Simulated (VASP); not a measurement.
Here is a VASP 6.6.1 calculation.

Contents of POSCAR:

```
PbS
1.0
    2.1612500000      1.2477982693      3.7269333333
   -2.1612500000      1.2477982693      3.7269333333
    0.0000000000     -2.4955965386      3.7269333333
Pb S
1 1
Direct
    0.9781509158      0.9781509158      0.9781509158
    0.4774504142      0.4774504142      0.4774504142
```

Contents of INCAR.step1:

```
  PREC = Accurate
  ENCUT = 520
  ISMEAR = 0
  SIGMA = 0.05
  LREAL = F
  LASPH = T
  NELM = 80
  NBANDS = 17
  GGA = PE
  ALGO = Normal
  EDIFF = 1E-4
  LWAVE = T
  LCHARG = F
```

Contents of INCAR.step2:

```
  PREC = Accurate
  ENCUT = 520
  EDIFF = 1E-7
  ISMEAR = 0
  SIGMA = 0.05
  LREAL = F
  LASPH = T
  NELM = 80
  ALGO = Normal
  ISIF = 2
  LWAVE = F
  LCHARG = T
  METAGGA = R2SCAN
  LMIXTAU = T
  LELF = T
  LVHAR = T
  NBANDS = 17
  ISTART = 1
```

File KPOINTS:

```
Automatic mesh
0
Gamma
  9 9 9
```

Potentials or basis: VASP PAW PBE potentials, release 64 (Pb_d, S).

Run with:

```console
$ cat potpaw_PBE.64/Pb_d/POTCAR potpaw_PBE.64/S/POTCAR > POTCAR
$ cp INCAR.step1 INCAR
$ mpirun -np 1 vasp_std > vasp.out
$ cp INCAR.step2 INCAR
$ mpirun -np 1 vasp_std > vasp.out
```

Problem. Predict the pressure.

Solution. -5.5 GPa.

Problem. What does it give for the largest force?

Solution. 0.011 eV/Å.

Stress tensor (GPa, compression positive):
```
-4.71  0.00  0.00
 0.00 -4.71  0.00
 0.00  0.00 -7.20
```

Caveat: the PAW data sets were made with another functional, which shifts forces and pressure a little.
